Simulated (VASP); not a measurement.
# W in VASP: single point with r2SCAN

Aim: the single point of W with r2SCAN.

Program: VASP 6.6.1. These are calculated values, not measurements. Logs are shortened: lines on timing, memory, paths and dates and some standing lists are left out, and cuts for length are marked.

## 1. The cell of the first run

The cell holds a molecule in a box, 1 atom: a = 15.000 Å, b = 15.500 Å, c = 16.000 Å, α = 90.00°, β = 90.00°, γ = 90.00°.

## 2. Single point, r2SCAN, collinear spin

POSCAR

```
W
1.0
   15.0000000000      0.0000000000      0.0000000000
    0.0000000000     15.5000000000      0.0000000000
    0.0000000000      0.0000000000     16.0000000000
W
1
Direct
    0.5000000000      0.5000000000      0.5000000000
```

INCAR.step1

```
SYSTEM = W
PREC = Accurate ; ENCUT = 520
ISMEAR = 0 ; SIGMA = 0.005
LREAL = .False. ; LASPH = .True.
NELM = 150 ; ISPIN = 2
MAGMOM = 4 ; LMAXMIX = 4
ISYM = 0 ; NBANDS = 17
GGA = PE ; ALGO = Normal
EDIFF = 1E-4 ; LWAVE = .True.
LCHARG = .False.
```

INCAR.step2

```
SYSTEM = W
PREC = Accurate ; ENCUT = 520
EDIFF = 1E-6 ; ISMEAR = 0
SIGMA = 0.005 ; LREAL = .False.
LASPH = .True. ; NELM = 150
ALGO = Normal ; ISIF = 2
LWAVE = .False. ; LCHARG = .False.
ISPIN = 2 ; MAGMOM = 4
LORBIT = 11 ; LMAXMIX = 4
METAGGA = R2SCAN ; LMIXTAU = .True.
ISYM = 0 ; NBANDS = 17
ISTART = 1
```

KPOINTS

```
regular mesh
0
Gamma
  1 1 1
  0 0 0
```

Potentials or basis: VASP PAW PBE potentials, release 64 (W_sv).

The run is started by

```
cat potpaw_PBE.64/W_sv/POTCAR > POTCAR
cp INCAR.step1 INCAR
mpirun -np 1 vasp_gam > vasp.out
cp INCAR.step2 INCAR
mpirun -np 1 vasp_gam > vasp.out
```

OUTCAR:

```text
SYSTEM = W
   PREC = Accurate
   ENCUT = 520
   EDIFF = 1E-6
   ISMEAR = 0
   LREAL = .False.
   LASPH = .True.
   NELM = 150
   ISIF = 2
   ISPIN = 2
   LORBIT = 11
   METAGGA = R2SCAN
   ISYM = 0
   ISTART = 1

 ion  position               nearest neighbor table
   1  0.500  0.500  0.500-

IMPORTANT INFORMATION: All symmetrisations will be switched off!
NOSYMM: (Re-)initialisation of all symmetry stuff for point group C_1.

----------------------------------------------------------------------------------------

                                     Primitive cell

  volume of cell :    3720.0000

  direct lattice vectors                    reciprocal lattice vectors
    15.000000000  0.000000000  0.000000000     0.066666667  0.000000000  0.000000000
     0.000000000 15.500000000  0.000000000     0.000000000  0.064516129  0.000000000
     0.000000000  0.000000000 16.000000000     0.000000000  0.000000000  0.062500000

  length of vectors
    15.000000000 15.500000000 16.000000000     0.066666667  0.064516129  0.062500000

  position of ions in fractional coordinates (direct lattice)
     0.500000000  0.500000000  0.500000000

  ion indices of the primitive-cell ions
   primitive index   ion index
                 1           1

----------------------------------------------------------------------------------------

 KPOINTS: regular mesh

Automatic generation of k-mesh.
 Grid dimensions read from file:
 generate k-points for:    1    1    1

 Generating k-lattice:

  Cartesian coordinates                     Fractional coordinates (reciprocal lattice)
     0.066666667  0.000000000  0.000000000     1.000000000  0.000000000  0.000000000
     0.000000000  0.064516129  0.000000000     0.000000000  1.000000000  0.000000000
     0.000000000  0.000000000  0.062500000     0.000000000  0.000000000  1.000000000

  Length of vectors
     0.066666667  0.064516129  0.062500000

  Shift w.r.t. Gamma in fractional coordinates (k-lattice)
     0.000000000  0.000000000  0.000000000

 Subroutine IBZKPT returns following result:
 ===========================================

 Found      1 irreducible k-points:

 Following reciprocal coordinates:
            Coordinates               Weight
  0.000000  0.000000  0.000000      1.000000
   k-points           NKPTS =      1   k-points in BZ     NKDIM =      1   number of bands    NBANDS=     17
   number of dos      NEDOS =    301   number of ions     NIONS =      1
   total plane-waves  NPLWV = ******
   dimension x,y,z NGX =   112 NGY =  120 NGZ =  120
   dimension x,y,z NGXF=   224 NGYF=  240 NGZF=  240
   ions per type =               1
   NGX,Y,Z   is equivalent  to a cutoff of  12.41, 12.87, 12.47 a.u.
   NGXF,Y,Z  is equivalent  to a cutoff of  24.83, 25.74, 24.94 a.u.
 SYSTEM =  W
   PREC   = accura    normal or accurate (medium, high low for compatibility)
   ISTART =      1    job   : 0-new  1-cont  2-samecut
   ICHARG =      0    charge: 1-file 2-atom 10-const
   ISPIN  =      2    spin polarized calculation?
   LNONCOLLINEAR =      F non collinear calculations
   LSORBIT =      F    spin-orbit coupling
   LASPH  =      T    aspherical Exc in radial PAW
   ENCUT  =  520.0 eV  38.22 Ry    6.18 a.u.  27.89 28.82 29.75*2*pi/ulx,y,z
   NELM   =    150;   NELMIN=  2; NELMDL=  0     # of ELM steps
   EDIFF  = 0.1E-05   stopping-criterion for ELM
   LREAL  =      F    real-space projection
   EDIFFG = 0.1E-04   stopping-criterion for IOM
   NSW    =      0    number of steps for IOM
   IBRION =     -1    ionic relax: 0-MD 1-quasi-New 2-CG
   NFREE  =      0    steps in history (QN), initial steepest desc. (CG)
   ISIF   =      2    stress and relaxation
   ISYM   =      0    0-nonsym 1-usesym 2-fastsym
   POTIM  = 0.5000    time-step for ionic-motion
   TEBEG  =    0.0;   TEEND  =   0.0 temperature during run
   PSTRESS=    0.0 pullay stress
   NELECT =      14.0000    total number of electrons
   NUPDOWN=      -1.0000    fix difference up-down
   EMIN   =  10.00;   EMAX   =-10.00  energy-range for DOS
   EFERMI =   0.00;   METHOD = LEGACY
   ISMEAR =     0;   SIGMA  =   0.01  broadening in eV -4-tet -1-fermi 0-gaus
   EFERMI_NEDOS =   21; number of points for ismear=-14 and -15
   IALGO  =     38    algorithm
   IMIX   =      4    mixing-type and parameters
     AMIX     =   0.40;   BMIX     =  1.00
     AMIX_MAG =   1.60;   BMIX_MAG =  1.00
  volume/ion in A,a.u.               =    3720.00     25103.80
  Fermi-wavevector in a.u.,A,eV,Ry     =   0.254646  0.481211  0.882263  0.064844
  Thomas-Fermi vector in A             =   1.076024
   LORBIT       =     11    0 simple, 1 ext, 2 COOP (PROOUT), +10 PAW based schemes
   METAGGA = R2SCAN    functional components
   LHFCALC =     F    Hartree Fock is set to
   AEXX    =    0.0000 exact exchange contribution
   IVDW    =     0    specifies the selected vdW correction
   LEPSILON=     F    determine dielectric tensor
   LRPA    =     F    only Hartree local field effects (RPA)
 spin polarized calculation
 Gauss-broadening in eV      SIGMA  =   0.01
  energy-cutoff  :      520.00
  volume of cell :     3720.00
 maximum number of plane-waves:     50071
 NGX is ok and might be reduce to   112
   NGX = 55   NGY = 57   NGZ = 59

 number of electron      13.9999998 magnetization       6.0000000

 Free energy of the ion-electron system (eV)
  ---------------------------------------------------
  ext. energy  EPLUGINS =         0.00000000
  ---------------------------------------------------
  free energy    TOTEN  =       -43.42148205 eV

  energy without entropy =      -43.42148205  energy(sigma->0) =      -43.42148205

 E-fermi :  -4.1200     XC(G=0):  -0.2059

 val. band max:       -4.2446650836   @ k =   0.0000   0.0000   0.0000
 cond. band min:      -1.4367611906   @ k =   0.0000   0.0000   0.0000
 fundamental gap:      2.8079038930
 Fermi energy:        -4.1200375966

 spin component 1

 k-point     1 :       0.0000    0.0000    0.0000
  band No.  band energies     occupation
      1     -78.9218      1.00000
      2     -42.9938      1.00000
      3     -42.9938      1.00000
      4     -42.9938      1.00000
      5      -6.0799      1.00000
      6      -4.2448      1.00000
[... 9 lines left out ...]
     16       0.6434      0.00000
     17       0.6900      0.00000
 Fermi energy:        -4.1200375966

 spin component 2

 k-point     1 :       0.0000    0.0000    0.0000
  band No.  band energies     occupation
      1     -76.9726      1.00000
      2     -40.1642      1.00000
      3     -40.1641      1.00000
      4     -40.1639      1.00000
      5      -1.4368      0.00000
      6       0.1139      0.00000
[... 9 lines left out ...]
     16       0.7064      0.00000
     17       0.8880      0.00000

------------------------ aborting loop because EDIFF is reached ----------------------------------------

  FORCE on cell =-STRESS in cart. coord.  units (eV):
  Direction    XX          YY          ZZ          XY          YZ          ZX
  --------------------------------------------------------------------------------------
  -------------------------------------------------------------------------------------
  Total       -0.0028968     -0.0075215     -0.0058988     -0.0000003      0.0000015     -0.0000003
  in kB       -0.0012476     -0.0032395     -0.0025406     -0.0000001      0.0000007     -0.0000001
  external PRESSURE =      -0.0023426 kB  Pullay stress =       0.0000000 kB

 VOLUME and BASIS-vectors are now :
 -----------------------------------------------------------------------------
  energy-cutoff  :      520.00
  volume of cell :     3720.00
      direct lattice vectors                 reciprocal lattice vectors
    15.000000000  0.000000000  0.000000000     0.066666667  0.000000000  0.000000000
     0.000000000 15.500000000  0.000000000     0.000000000  0.064516129  0.000000000
     0.000000000  0.000000000 16.000000000     0.000000000  0.000000000  0.062500000

 POSITION                                       TOTAL-FORCE (eV/Angst)
 -----------------------------------------------------------------------------------
      7.50000      7.75000      8.00000         0.000002      0.000006      0.000003
 -----------------------------------------------------------------------------------
    total drift:                                0.000002      0.000006      0.000003

  FREE ENERGIE OF THE ION-ELECTRON SYSTEM (eV)
  ---------------------------------------------------
  free  energy   TOTEN  =       -43.4214820460 eV

  energy  without entropy=      -43.4214820460  energy(sigma->0) =      -43.42148205

 total charge

# of ion       s       p       d       tot
------------------------------------------
    1        2.316   5.928   3.641  11.886

 magnetization (x)

# of ion       s       p       d       tot
------------------------------------------
    1        0.319  -0.001   3.641   3.959
```

Wall time 37 min (1 thread of Intel Xeon Platinum 8488C (Sapphire Rapids), shared host); peak memory 4.5 GiB.

What came out:

* Free energy: -43.4215 eV
* Gap between the frontier levels: 2.81 eV
* Net moment: 6.00 μB per cell
* Site moments: W +3.96 μB
* Valence electrons inside the program's atomic spheres: W 11.89

Caveat: the PAW data sets were made with another functional, which shifts forces and pressure a little; spin-orbit coupling is left out, which moves the levels of the heavy elements.
